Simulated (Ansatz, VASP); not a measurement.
Two plane-wave programs on SiC

```
Si C
1.0
     0.00000    2.18987    2.18987
     2.18987    0.00000    2.18987
     2.18987    2.18987    0.00000
Si C
1 1
Cartesian
  0.0000 0.0000 0.0000
  1.0949 1.0949 1.0949
```

Alike in both runs: functional PBE; k mesh 10 × 10 × 10; occupations gaussian, width 0.02 eV; no spin polarisation.

Ansatz relaxed the structure, and its values are those at the end. VASP's run is a single point on that final structure, the one shown.

|  | VASP | Ansatz |
| --- | --- | --- |
| version | VASP 6.6.1 | Ansatz 0.2.0 |
| potentials or method | VASP PAW PBE potentials, release 64 (Si, C), cutoff 600 eV | scalar-relativistic, plane waves, PAW |
| valence electrons in the cell | 8 | 8 |

Ansatz gave:

```
gap on the k mesh at the Fermi level (eV) : 1.37
least direct gap on the mesh (eV)         : 4.53
pressure (GPa)                            : 0.0
```

**Question.** Which values does VASP return?

**Answer.** gap on the k mesh at the Fermi level (eV): 1.37; least direct gap on the mesh (eV): 4.53; pressure (GPa): -0.2.

With one functional, cell and mesh, what is left measures potentials, basis and numerics.
